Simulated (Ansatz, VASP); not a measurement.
**One calculation of CaSe, two programs**

Contents of INCAR:

```
SYSTEM = CaSe
ALGO = Normal
EDIFF = 1E-6
ENCUT = 500
GGA = PE
GGA_COMPAT = .FALSE.
ISIF = 2
ISMEAR = 0
LASPH = .TRUE.
LCHARG = .TRUE.
LELF = .TRUE.
LREAL = .FALSE.
LVHAR = .TRUE.
LWAVE = .FALSE.
NBANDS = 24
NELM = 120
PREC = Accurate
SIGMA = 0.01
```

File KPOINTS:

```
k-points
0
G
  6 6 4
  0 0 0
```

File POSCAR:

```
CaSe
1.0
    5.0056779906      0.0000000000      0.0000000000
   -2.5028389953      4.3350443030      0.0000000000
    0.0000000000      0.0000000000      5.8755389763
Ca Se
2 2
Direct
    0.3333333333      0.6666666667      0.2500000000
    0.6666666667      0.3333333333      0.7500000000
    0.6666666667      0.3333333333      0.2500000000
    0.3333333333      0.6666666667      0.7500000000
```

Input for Ansatz:

```yaml
crystal:
  lattice:
    - [5.0056779906, 0.0, 0.0]
    - [-2.5028389953, 4.335044303, 0.0]
    - [0.0, 0.0, 5.8755389763]
  atoms:
    - { symbol: Ca, position: [0.3333333333, 0.6666666667, 0.25] }
    - { symbol: Ca, position: [0.6666666667, 0.3333333333, 0.75] }
    - { symbol: Se, position: [0.6666666667, 0.3333333333, 0.25] }
    - { symbol: Se, position: [0.3333333333, 0.6666666667, 0.75] }
kpoints:
  mp_grid: { grid: [6, 6, 4] }
hamiltonian:
  xc: pbe
scf:
  occupations: { method: fixed }
output:
  optics:
    e_range: [0, 15]
    de: 0.05
    sigma: 0.1
    bands: { spectra_wanted_up_to: 15 }
```

Alike in both runs: task single point; functional PBE; k mesh 6 × 6 × 4; no spin polarisation.

|  | VASP | Ansatz |
| --- | --- | --- |
| version | VASP 6.6.1 | Ansatz 0.2.0 |
| potentials or method | VASP PAW PBE potentials, release 64 (Ca_sv, Se) | plane waves, PAW |
| plane-wave cutoff (eV) | 500 | 420 |
| occupations | gaussian, width 0.01 eV | fixed |
| valence electrons in the cell | 32 | 52 |

```tsv
	VASP	Ansatz	Ansatz less VASP
gap on the k mesh at the Fermi level (eV)	2.44	2.45	+0.009
```

VASP's potentials hold 32 valence electrons a cell and Ansatz's 52, so a difference there can come from the potentials and not from the codes.
